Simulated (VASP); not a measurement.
# Zr (Pm-3m) in VASP: a series of runs

Zr is run at these levels: LDA; tasks: single point.

Everything below comes from runs of VASP 6.6.1. Logs are shortened: lines on timing, memory, paths and dates and some standing lists are left out, and cuts for length are marked.

## (1) The cell of the first run

The structure is cubic, space group Pm-3m (No. 221). The conventional cell has a = 2.905 Å, b = 2.905 Å, c = 2.905 Å, α = 90.00°, β = 90.00°, γ = 90.00°. Zr (site symmetry m-3m) has 6 Zr at 2.91 Å within 3.8 Å.

## (2) Single point, LDA (volume scaled by 1.08)

INCAR reads:

```
  ALGO = Normal
  EDIFF = 1E-6
  ENCUT = 520
  GGA = CA
  ISIF = 2
  ISMEAR = -1
  LASPH = True
  LCHARG = False
  LREAL = False
  LWAVE = False
  NBANDS = 12
  NELM = 100
  PREC = Accurate
  SIGMA = 0.1
```

KPOINTS reads:

```
k-points
0
Gamma
  13 13 13
```

POSCAR reads:

```
Zr
1.0
    2.9052520253      0.0000000000      0.0000000000
    0.0000000000      2.9052520253      0.0000000000
    0.0000000000      0.0000000000      2.9052520253
Zr
1
Direct
    0.0000000000      0.0000000000      0.0000000000
```

Potentials or basis: VASP PAW LDA potentials, release 64 (Zr_sv).

Started as:

```
> cat potpaw_LDA.64/Zr_sv/POTCAR > POTCAR
> mpirun -np 1 vasp_std > vasp.out
```

OUTCAR:

```text
EDIFF = 1E-6
   ENCUT = 520
   GGA = CA
   ISIF = 2
   ISMEAR = -1
   LASPH = True
   LREAL = False
   NELM = 100
   PREC = Accurate

 ion  position               nearest neighbor table
   1  0.000  0.000  0.000-

  LATTYP: Found a simple cubic cell.
 ALAT       =     2.9052520253

  Lattice vectors:

 A1 = (   2.9052520253,   0.0000000000,   0.0000000000)
 A2 = (   0.0000000000,   2.9052520253,   0.0000000000)
 A3 = (   0.0000000000,   0.0000000000,   2.9052520253)

Analysis of symmetry for initial positions (statically):
=====================================================================
 Subroutine PRICEL returns:
 Original cell was already a primitive cell.

 Routine SETGRP: Setting up the symmetry group for a
 simple cubic supercell.

 Subroutine GETGRP returns: Found 48 space group operations
 (whereof 48 operations were pure point group operations)
 out of a pool of 48 trial point group operations.

The static configuration has the point symmetry O_h .

Analysis of symmetry for dynamics (positions and initial velocities):
=====================================================================
 Subroutine PRICEL returns:
 Original cell was already a primitive cell.

 Routine SETGRP: Setting up the symmetry group for a
 simple cubic supercell.

 Subroutine GETGRP returns: Found 48 space group operations
 (whereof 48 operations were pure point group operations)
 out of a pool of 48 trial point group operations.

The dynamic configuration has the point symmetry O_h .

 Subroutine INISYM returns: Found 48 space group operations
 (whereof 48 operations are pure point group operations),
 and found     1 'primitive' translations

----------------------------------------------------------------------------------------

                                     Primitive cell

  volume of cell :      24.5217

  direct lattice vectors                    reciprocal lattice vectors
     2.905252025  0.000000000  0.000000000     0.344204217  0.000000000  0.000000000
     0.000000000  2.905252025  0.000000000     0.000000000  0.344204217  0.000000000
     0.000000000  0.000000000  2.905252025     0.000000000  0.000000000  0.344204217

  length of vectors
     2.905252025  2.905252025  2.905252025     0.344204217  0.344204217  0.344204217

  position of ions in fractional coordinates (direct lattice)
     0.000000000  0.000000000  0.000000000

  ion indices of the primitive-cell ions
   primitive index   ion index
                 1           1

----------------------------------------------------------------------------------------

 KPOINTS: k-points

Automatic generation of k-mesh.
 Grid dimensions read from file:
 generate k-points for:   13   13   13

 Generating k-lattice:

  Cartesian coordinates                     Fractional coordinates (reciprocal lattice)
     0.026477247  0.000000000  0.000000000     0.076923077  0.000000000  0.000000000
     0.000000000  0.026477247  0.000000000     0.000000000  0.076923077  0.000000000
     0.000000000  0.000000000  0.026477247     0.000000000  0.000000000  0.076923077

  Length of vectors
     0.026477247  0.026477247  0.026477247

  Shift w.r.t. Gamma in fractional coordinates (k-lattice)
     0.000000000  0.000000000  0.000000000

 Subroutine IBZKPT returns following result:
 ===========================================

 Found     84 irreducible k-points:

 Following reciprocal coordinates:
            Coordinates               Weight
  0.000000  0.000000  0.000000      1.000000
  0.076923  0.000000  0.000000      6.000000
  0.153846  0.000000  0.000000      6.000000
  0.230769  0.000000  0.000000      6.000000
  0.307692  0.000000  0.000000      6.000000
  0.384615  0.000000  0.000000      6.000000
[... 16 lines left out ...]
  0.307692  0.307692  0.000000     12.000000
  0.384615  0.307692  0.000000     24.000000
 [... further k-points ...]
   k-points           NKPTS =     84   k-points in BZ     NKDIM =     84   number of bands    NBANDS=     12
   number of dos      NEDOS =    301   number of ions     NIONS =      1
   total plane-waves  NPLWV =  13824
   dimension x,y,z NGX =    24 NGY =   24 NGZ =   24
   dimension x,y,z NGXF=    48 NGYF=   48 NGZF=   48
   ions per type =               1
   NGX,Y,Z   is equivalent  to a cutoff of  13.73, 13.73, 13.73 a.u.
   NGXF,Y,Z  is equivalent  to a cutoff of  27.47, 27.47, 27.47 a.u.
 SYSTEM =  unknown system
   PREC   = accura    normal or accurate (medium, high low for compatibility)
   ISTART =      0    job   : 0-new  1-cont  2-samecut
   ICHARG =      2    charge: 1-file 2-atom 10-const
   ISPIN  =      1    spin polarized calculation?
   LNONCOLLINEAR =      F non collinear calculations
   LSORBIT =      F    spin-orbit coupling
   LASPH  =      T    aspherical Exc in radial PAW
   ENCUT  =  520.0 eV  38.22 Ry    6.18 a.u.   5.40  5.40  5.40*2*pi/ulx,y,z
   NELM   =    100;   NELMIN=  2; NELMDL= -5     # of ELM steps
   EDIFF  = 0.1E-05   stopping-criterion for ELM
   LREAL  =      F    real-space projection
   EDIFFG = 0.1E-04   stopping-criterion for IOM
   NSW    =      0    number of steps for IOM
   IBRION =     -1    ionic relax: 0-MD 1-quasi-New 2-CG
   NFREE  =      0    steps in history (QN), initial steepest desc. (CG)
   ISIF   =      2    stress and relaxation
   ISYM   =      2    0-nonsym 1-usesym 2-fastsym
   POTIM  = 0.5000    time-step for ionic-motion
   TEBEG  =    0.0;   TEEND  =   0.0 temperature during run
   PSTRESS=    0.0 pullay stress
   NELECT =      12.0000    total number of electrons
   NUPDOWN=      -1.0000    fix difference up-down
   EMIN   =  10.00;   EMAX   =-10.00  energy-range for DOS
   EFERMI =   0.00;   METHOD = LEGACY
   ISMEAR =    -1;   SIGMA  =   0.10  broadening in eV -4-tet -1-fermi 0-gaus
   EFERMI_NEDOS =   21; number of points for ismear=-14 and -15
   IALGO  =     38    algorithm
   IMIX   =      4    mixing-type and parameters
     AMIX     =   0.40;   BMIX     =  1.00
     AMIX_MAG =   1.60;   BMIX_MAG =  1.00
  volume/ion in A,a.u.               =      24.52       165.48
  Fermi-wavevector in a.u.,A,eV,Ry     =   1.290084  2.437906 22.644415  1.664318
  Thomas-Fermi vector in A             =   2.421938
   LORBIT       =      0    0 simple, 1 ext, 2 COOP (PROOUT), +10 PAW based schemes
   GGA     = CA    functional components
   LHFCALC =     F    Hartree Fock is set to
   AEXX    =    0.0000 exact exchange contribution
   IVDW    =     0    specifies the selected vdW correction
   LEPSILON=     F    determine dielectric tensor
   LRPA    =     F    only Hartree local field effects (RPA)
 non-spin polarized calculation
  energy-cutoff  :      520.00
  volume of cell :       24.52
 maximum number of plane-waves:       691
 NGX is ok and might be reduce to    24
   NGX = 11   NGY = 11   NGZ = 11

 number of electron      12.0000000 magnetization

 Free energy of the ion-electron system (eV)
  ---------------------------------------------------
  ext. energy  EPLUGINS =         0.00000000
  ---------------------------------------------------
  free energy    TOTEN  =        -8.45342938 eV

  energy without entropy =       -8.39006203  energy(sigma->0) =       -8.42174570

 E-fermi :   7.8902     XC(G=0): -10.9513

 val. band max:        7.8381070042   @ k =   0.4615   0.0769   0.0769
 cond. band min:       7.8936149844   @ k =   0.3077   0.2308   0.1538
 fundamental gap:      0.0555079802
 Fermi energy:         7.8902015807

 k-point     1 :       0.0000    0.0000    0.0000
  band No.  band energies     occupation
      1     -40.4594      2.00000
      2     -18.0025      2.00000
      3     -18.0025      2.00000
      4     -18.0025      2.00000
      5       2.8638      2.00000
      6       6.2003      2.00000
      7       6.2003      2.00000
      8      13.4833      0.00000
      9      13.4833      0.00000
     10      13.4833      0.00000
     11      20.7212      0.00000
     12      20.7212      0.00000

 k-point     2 :       0.0769    0.0000    0.0000
  band No.  band energies     occupation
      1     -40.4510      2.00000
      2     -18.0797      2.00000
      3     -17.9959      2.00000
      4     -17.9959      2.00000
      5       3.0145      2.00000
      6       6.2429      2.00000
      7       6.3595      2.00000
      8      13.2162      0.00000
      9      13.2162      0.00000
     10      13.5012      0.00000
     11      20.0238      0.00000
     12      21.0639      0.00000

 k-point     3 :       0.1538    0.0000    0.0000
  band No.  band energies     occupation
      1     -40.4276      2.00000
      2     -18.2892      2.00000
      3     -17.9778      2.00000
      4     -17.9778      2.00000
      5       3.4280      2.00000
      6       6.3638      2.00000
      7       6.8174      1.99996
      8      12.5758      0.00000
      9      12.5758      0.00000
     10      13.5510      0.00000
     11      18.6618      0.00000
     12      21.9145      0.00000
[... 286 lines left out ...]
 k-point    23 :       0.3077    0.3077    0.0000
  band No.  band energies     occupation
      1     -40.2605      2.00000
      2     -18.7710      2.00000
      3     -18.7385      2.00000
      4     -17.8497      2.00000
      5       5.7567      2.00000
      6       7.0527      1.99954
      7       9.8327      0.00000
      8      10.4272      0.00000
      9      11.4269      0.00000
     10      11.7245      0.00000
     11      17.5307      0.00000
     12      19.8239      0.00000

 k-point    24 :       0.3846    0.3077    0.0000
  band No.  band energies     occupation
      1     -40.2315      2.00000
      2     -18.9805      2.00000
      3     -18.7214      2.00000
      4     -17.8277      2.00000
      5       5.7637      2.00000
      6       7.0496      1.99955
      7      10.1291      0.00000
      8      11.0930      0.00000
      9      11.3639      0.00000
     10      11.7167      0.00000
     11      16.9554      0.00000
     12      20.3438      0.00000

 [... further k-points ...]
[... 5 lines left out ...]
  --------------------------------------------------------------------------------------
  -------------------------------------------------------------------------------------
  Total       -0.7222224     -0.7222224     -0.7222224      0.0000000      0.0000000     -0.0000000
  in kB      -47.1878399    -47.1878399    -47.1878399      0.0000000      0.0000000     -0.0000000
  external PRESSURE =     -47.1878399 kB  Pullay stress =       0.0000000 kB

 VOLUME and BASIS-vectors are now :
 -----------------------------------------------------------------------------
  energy-cutoff  :      520.00
  volume of cell :       24.52
      direct lattice vectors                 reciprocal lattice vectors
     2.905252025  0.000000000  0.000000000     0.344204217  0.000000000  0.000000000
     0.000000000  2.905252025  0.000000000     0.000000000  0.344204217  0.000000000
     0.000000000  0.000000000  2.905252025     0.000000000  0.000000000  0.344204217

 POSITION                                       TOTAL-FORCE (eV/Angst)
 -----------------------------------------------------------------------------------
      0.00000      0.00000      0.00000         0.000000      0.000000      0.000000
 -----------------------------------------------------------------------------------
    total drift:                                0.000000      0.000000     -0.000000

  FREE ENERGIE OF THE ION-ELECTRON SYSTEM (eV)
  ---------------------------------------------------
  free  energy   TOTEN  =        -8.4534293784 eV

  energy  without entropy=       -8.3900620304  energy(sigma->0) =       -8.42174570
```

It used 18 s of CPU time on 1 thread of AMD EPYC 7R13 Processor (Zen 3) (shared host).

Results:

* Free energy: -8.4534 eV
* Pressure: -4.7 GPa
* Band gap on the k mesh: zero (band 6 reaches 8.60 eV, above the bottom of band 7 at 6.20 eV)

Levels at points of the mesh, in eV from the Fermi level:
| k point | band 2 | band 3 | band 4 | band 5 | band 6 | band 7 | band 8 | band 9 | band 10 | band 11 |
| --- | --- | --- | --- | --- | --- | --- | --- | --- | --- | --- |
| (0.00, 0.00, 0.00) | -25.89 | -25.89 | -25.89 | -5.03 | -1.69 | -1.69 | 5.59 | 5.59 | 5.59 | 12.83 |

Caveat: the cell differs from its parent crystal (volume scaled by 1.08).

## (3) Single point, LDA (volume scaled by 1.12)

INCAR reads:

```
  PREC = Accurate
  ENCUT = 520
  EDIFF = 1E-6
  ISMEAR = -1
  SIGMA = 0.1
  LREAL = F
  LASPH = T
  NELM = 100
  ALGO = Normal
  ISIF = 2
  LWAVE = F
  LCHARG = T
  GGA = CA
  LELF = T
  LVHAR = T
  NBANDS = 12
```

KPOINTS reads:

```
regular mesh
0
Gamma
  13 13 13
```

POSCAR reads:

```
Zr
1.0
    2.9406854202      0.0000000000      0.0000000000
    0.0000000000      2.9406854202      0.0000000000
    0.0000000000      0.0000000000      2.9406854202
Zr
1
Direct
    0.0000000000      0.0000000000      0.0000000000
```

Potentials or basis: VASP PAW LDA potentials, release 64 (Zr_sv).

Started as:

```
> cat potpaw_LDA.64/Zr_sv/POTCAR > POTCAR
> mpirun -np 1 vasp_std > vasp.out
```

OUTCAR:

```text
PREC = Accurate
   ENCUT = 520
   EDIFF = 1E-6
   ISMEAR = -1
   LREAL = F
   LASPH = T
   NELM = 100
   ISIF = 2
   GGA = CA

 ion  position               nearest neighbor table
   1  0.000  0.000  0.000-

  LATTYP: Found a simple cubic cell.
 ALAT       =     2.9406854202

  Lattice vectors:

 A1 = (   2.9406854202,   0.0000000000,   0.0000000000)
 A2 = (   0.0000000000,   2.9406854202,   0.0000000000)
 A3 = (   0.0000000000,   0.0000000000,   2.9406854202)

Analysis of symmetry for initial positions (statically):
=====================================================================
 Subroutine PRICEL returns:
 Original cell was already a primitive cell.

 Routine SETGRP: Setting up the symmetry group for a
 simple cubic supercell.

 Subroutine GETGRP returns: Found 48 space group operations
 (whereof 48 operations were pure point group operations)
 out of a pool of 48 trial point group operations.

The static configuration has the point symmetry O_h .

Analysis of symmetry for dynamics (positions and initial velocities):
=====================================================================
[... 159 lines left out ...]
 cond. band min:       7.5168401579   @ k =   0.3077   0.2308   0.1538
 fundamental gap:      0.0257980340
 Fermi energy:         7.5079163764

 k-point     1 :       0.0000    0.0000    0.0000
  band No.  band energies     occupation
      1     -40.8824      2.00000
      2     -18.4846      2.00000
      3     -18.4846      2.00000
      4     -18.4846      2.00000
      5       2.5435      2.00000
      6       5.9112      2.00000
      7       5.9112      2.00000
      8      12.8799      0.00000
      9      12.8799      0.00000
     10      12.8799      0.00000
     11      20.0436      0.00000
     12      20.0436      0.00000
[... 331 lines left out ...]
 k-point    24 :       0.3846    0.3077    0.0000
  band No.  band energies     occupation
      1     -40.6834      2.00000
      2     -19.3665      2.00000
      3     -19.1327      2.00000
      4     -18.3285      2.00000
      5       5.4764      2.00000
      6       6.6839      1.99947
      7       9.6242      0.00000
      8      10.6122      0.00000
      9      10.8178      0.00000
     10      11.2050      0.00000
     11      16.2866      0.00000
     12      19.6120      0.00000

 [... further k-points ...]
[... 5 lines left out ...]
  --------------------------------------------------------------------------------------
  -------------------------------------------------------------------------------------
  Total       -1.0867008     -1.0867008     -1.0867008     -0.0000000     -0.0000000     -0.0000000
  in kB      -68.4659854    -68.4659854    -68.4659854     -0.0000000     -0.0000000     -0.0000000
  external PRESSURE =     -68.4659854 kB  Pullay stress =       0.0000000 kB

 VOLUME and BASIS-vectors are now :
 -----------------------------------------------------------------------------
  energy-cutoff  :      520.00
  volume of cell :       25.43
      direct lattice vectors                 reciprocal lattice vectors
     2.940685420  0.000000000  0.000000000     0.340056775  0.000000000  0.000000000
     0.000000000  2.940685420  0.000000000     0.000000000  0.340056775  0.000000000
     0.000000000  0.000000000  2.940685420     0.000000000  0.000000000  0.340056775

 POSITION                                       TOTAL-FORCE (eV/Angst)
 -----------------------------------------------------------------------------------
      0.00000      0.00000      0.00000         0.000000      0.000000      0.000000
 -----------------------------------------------------------------------------------
    total drift:                                0.000000      0.000000     -0.000000

  FREE ENERGIE OF THE ION-ELECTRON SYSTEM (eV)
  ---------------------------------------------------
  free  energy   TOTEN  =        -8.4207932656 eV

  energy  without entropy=       -8.3566521764  energy(sigma->0) =       -8.38872272
```

stdout:

```text
POSCAR found type information on POSCAR Zr
 POSCAR found :  1 types and       1 ions
 scaLAPACK will be used
 LDA part: xc-table for (Slater(with rela. corr.)+CA(PZ))
 , standard interpolation
 POSCAR, INCAR and KPOINTS ok, starting setup
 FFT: planning ... GRIDC
 FFT: planning ... GRID_SOFT
 FFT: planning ... GRID
 WAVECAR not read
 entering main loop
```

Wall time 32 s (1 thread of AMD EPYC 7R13 (Zen 3), shared host); peak memory 0.11 GiB.

What came out:

```
Free energy            : -8.4208 eV
Pressure               : -6.8 GPa
Band gap on the k mesh : zero (band 6 reaches 8.16 eV, above the bottom of band 7 at 5.91 eV)
```

Levels at points of the mesh, in eV from the Fermi level:
| k point | band 2 | band 3 | band 4 | band 5 | band 6 | band 7 | band 8 | band 9 | band 10 | band 11 |
| --- | --- | --- | --- | --- | --- | --- | --- | --- | --- | --- |
| (0.00, 0.00, 0.00) | -25.99 | -25.99 | -25.99 | -4.96 | -1.60 | -1.60 | 5.37 | 5.37 | 5.37 | 12.54 |

Caveat: the cell differs from its parent crystal (volume scaled by 1.12).

## (4) Single point, LDA

This run uses another cell than the first one, of 22.71 Å³/atom, 0.926 times its volume.

INCAR reads:

```
ALGO = Normal
EDIFF = 1E-6
ENCUT = 520
GGA = CA
ISIF = 2
ISMEAR = -1
LASPH = T
LCHARG = T
LELF = T
LREAL = F
LVHAR = T
LWAVE = F
NBANDS = 12
NELM = 60
PREC = Accurate
SIGMA = 0.1
```

KPOINTS reads:

```
k-points
0
Gamma
  18 18 18
```

POSCAR reads:

```
Zr
1.0
    2.8316694853      0.0000000000      0.0000000000
    0.0000000000      2.8316694853      0.0000000000
    0.0000000000      0.0000000000      2.8316694853
Zr
1
Direct
    0.0000000000      0.0000000000      0.0000000000
```

Started as:

```
> cat potpaw_LDA.64/Zr_sv/POTCAR > POTCAR
> mpirun -np 1 vasp_std > vasp.out
```

It used 48 s of CPU time on 1 thread of AMD EPYC 7R13 Processor (Zen 3), on a shared host.

The run converged. Its results:

- Free energy: -8.4839 eV
- Pressure: 0.5 GPa
- Band gap on the k mesh: zero (band 6 reaches 9.83 eV, above the bottom of band 7 at 6.83 eV)

Levels at points of the mesh, in eV from the Fermi level:
| k point | band 2 | band 3 | band 4 | band 5 | band 6 | band 7 | band 8 | band 9 | band 10 | band 11 |
| --- | --- | --- | --- | --- | --- | --- | --- | --- | --- | --- |
| (0.00, 0.00, 0.00) | -25.69 | -25.69 | -25.69 | -5.14 | -1.91 | -1.91 | 6.07 | 6.07 | 6.07 | 13.48 |
| (0.50, 0.00, 0.00) | -27.23 | -25.55 | -25.55 | -2.03 | -0.99 | 0.66 | 2.64 | 2.64 | 6.44 | 10.17 |
| (0.50, 0.50, 0.00) | -27.00 | -27.00 | -25.41 | -3.42 | -0.29 | 3.38 | 3.38 | 5.50 | 5.50 | 8.34 |
| (0.50, 0.50, 0.50) | -26.78 | -26.78 | -26.78 | -1.80 | -1.80 | -1.80 | 6.63 | 8.59 | 8.59 | 11.62 |

## (5) The runs side by side

| cell | k mesh | gap on the mesh (eV) | pressure (GPa) |
| --- | --- | --- | --- |
| a = 2.905 Å, 1 atom | 13 × 13 × 13 | none | -4.7 |
| a = 2.941 Å, 1 atom | 13 × 13 × 13 | none | -6.8 |
| a = 2.832 Å, 1 atom | 18 × 18 × 18 | none | 0.5 |

Alike in all rows: task single point; level LDA; potentials or basis VASP PAW LDA potentials, release 64 (Zr_sv); no spin polarisation; cutoff (eV) 520; smearing fermi-dirac 0.1 eV.

Total energies depend on the potentials used, so only differences within one code and one set of settings carry meaning.
